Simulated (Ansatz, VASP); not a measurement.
## One calculation of Bi, two programs

Contents of INCAR:

```
PREC = Accurate
ENCUT = 520
EDIFF = 1E-7
ISMEAR = 0
SIGMA = 0.05
LREAL = F
LASPH = T
NELM = 150
ALGO = Normal
ISIF = 2
LWAVE = F
LCHARG = F
LNONCOLLINEAR = T
MAGMOM = 0 0 0 0 0 0
LORBIT = 11
LSORBIT = T
GGA_COMPAT = F
LORBMOM = T
GGA = PS
NBANDS = 42
```

Contents of KPOINTS:

```
Automatic mesh
0
Gamma
  6 6 6
```

The input POSCAR:

```
Bi
1.0
    2.2759373604      1.3140130477      3.9441321989
   -2.2759373604      1.3140130477      3.9441321989
    0.0000000000     -2.6280260953      3.9441321989
Bi
2
Direct
    0.2351433769      0.2351433769      0.2351433769
    0.7648566231      0.7648566231      0.7648566231
```

Input for Ansatz:

```yaml
crystal:
  lattice:
    - [2.2759373604, 1.3140130477, 3.9441321989]
    - [-2.2759373604, 1.3140130477, 3.9441321989]
    - [0.0, -2.6280260953, 3.9441321989]
  atoms:
    - { symbol: Bi, position: [0.2351433769, 0.2351433769, 0.2351433769] }
    - { symbol: Bi, position: [0.7648566231, 0.7648566231, 0.7648566231] }
basis:
  ecutwfc: 420
  ecutrho_ratio: 4
kpoints:
  mp_grid: { grid: [6, 6, 6] }
hamiltonian:
  xc: pbesol
scf:
  occupations: { method: gaussian, width: 0.05 }
output:
  forces: true
  stress: true
  eigenvalues: true
  populations: true
  topological_invariants: true
magnetization:
  noncollinear: true
  spin_orbit: true
```

Alike in both runs: task single point; functional PBEsol; k mesh 6 × 6 × 6; occupations gaussian, width 0.05 eV; non-collinear spin, spin-orbit coupling.

|  | VASP | Ansatz |
| --- | --- | --- |
| version | VASP 6.6.1 | Ansatz 0.2.0 |
| potentials or method | VASP PAW PBE potentials, release 64 (Bi_d), cutoff 520 eV | plane waves, PAW |
| valence electrons in the cell | 30 | 30 |

VASP gave:

* pressure (GPa): -0.1
* traceless stress, the component that is largest in VASP (GPa): -0.09
* rms of the force components (eV/Å): 0.059

Estimate Ansatz's values.

pressure (GPa): 0.0; traceless stress, the component that is largest in VASP (GPa): -0.10; rms of the force components (eV/Å): 0.066.

VASP's potentials were made for PBE, not for PBEsol. Atom by atom the forces differ by 0.007 eV/Å (rms over components).
